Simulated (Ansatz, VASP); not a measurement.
## Two plane-wave programs on Bi2Se3

```
CELL_PARAMETERS angstrom
1.96191 1.13271 9.30141
-1.96191 1.13271 9.30141
0.00000 -2.26542 9.30141
ATOMIC_POSITIONS crystal
Bi 0.40026 0.40026 0.40026
Bi 0.59974 0.59974 0.59974
Se 0.00000 0.00000 0.00000
Se 0.21164 0.21164 0.21164
Se 0.78836 0.78836 0.78836
```

Change from the starting cell: strain -0.050 along x and y, -0.025 along z, atoms carried along.

Alike in both runs: task single point; functional PBEsol; k mesh 12 × 12 × 12; occupations gaussian, width 0.03 eV; no spin polarisation.

|  | VASP | Ansatz |
| --- | --- | --- |
| version | VASP 6.6.1 | Ansatz 0.2.0 |
| potentials or method | VASP PAW PBE potentials, release 64 (Bi_d, Se), cutoff 500 eV | scalar-relativistic, plane waves, PAW |
| valence electrons in the cell | 48 | 78 |

```tsv
	VASP	Ansatz	Ansatz less VASP
gap on the k mesh at the Fermi level (eV)	0.06	0.06	0.000
least direct gap on the mesh (eV)	0.06	0.06	0.000
pressure (GPa)	11.0	10.9	-0.12
traceless stress, the component that is largest in VASP (GPa)	-0.76	-0.76	-0.004
rms of the force components (eV/Å)	0.451	0.440	-0.0112
```

VASP's potentials were made for PBE, not for PBEsol. Atom by atom the forces differ by 0.012 eV/Å (rms over components). The functional is the same, so the differences come from potentials, cutoffs and numerics. VASP's potentials hold 48 valence electrons a cell and Ansatz's 78, so a difference there can come from the potentials and not from the codes.

Neither program's run includes spin-orbit coupling.
